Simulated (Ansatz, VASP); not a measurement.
# FeSi in VASP and in Ansatz

```
Fe Si
1.0
     4.18827    0.00000    0.00000
     0.00000    4.18827    0.00000
     0.00000    0.00000    4.18827
Fe Si
4 4
Cartesian
  0.5933 0.5933 0.5933
  1.5008 3.5950 2.6874
  2.6874 1.5008 3.5950
  3.5950 2.6874 1.5008
  3.5314 3.5314 3.5314
  2.7510 0.6568 1.4373
  1.4373 2.7510 0.6568
  0.6568 1.4373 2.7510
```

Alike in both runs: task single point; functional PBEsol; k mesh 8 × 8 × 8; occupations gaussian, width 0.02 eV; no spin polarisation.

|  | VASP | Ansatz |
| --- | --- | --- |
| version | VASP 6.6.1 | Ansatz 0.2.0 |
| potentials or method | VASP PAW PBE potentials, release 64 (Fe, Si), cutoff 520 eV | scalar-relativistic, plane waves, PAW |
| valence electrons in the cell | 48 | 80 |

VASP gave:

* gap on the k mesh at the Fermi level (eV): 0.13
* least direct gap on the mesh (eV): 0.17
* rms of the force components (eV/Å): 0.022

Question: What did Ansatz give for the same quantities?

Answer: gap on the k mesh at the Fermi level (eV): 0.14; least direct gap on the mesh (eV): 0.17; rms of the force components (eV/Å): 0.000.

VASP's potentials were made for PBE, not for PBEsol. Atom by atom the forces differ by 0.022 eV/Å (rms over components). VASP's potentials hold 48 valence electrons a cell and Ansatz's 80, so a difference there can come from the potentials and not from the codes.
